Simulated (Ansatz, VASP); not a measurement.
## La: VASP beside Ansatz

```xyz
2
Lattice="3.8332 0.0000 0.0000 -1.9166 3.3196 0.0000 0.0000 0.0000 6.1894" Properties=species:S:1:pos:R:3 pbc="T T T"
La    0.0000    2.2131    1.5474
La    1.9166    1.1065    4.6421
```

Alike in both runs: task single point; functional PBE; k mesh 16 × 16 × 9; occupations fermi-dirac, width 0.1 eV; no spin polarisation.

|  | VASP | Ansatz |
| --- | --- | --- |
| version | VASP 6.6.1 | Ansatz 0.2.0 |
| potentials or method | VASP PAW PBE potentials, release 64 (La), cutoff 520 eV | plane waves (420 eV) with PAW, scalar-relativistic |
| valence electrons in the cell | 22 | 22 |

|  | VASP | Ansatz | Ansatz less VASP |
| --- | --- | --- | --- |
| pressure (GPa) | -0.9 | -1.0 | -0.06 |
| traceless stress, the component that is largest in VASP (GPa) | -0.09 | -0.10 | -0.003 |

Spin-orbit coupling is off throughout.
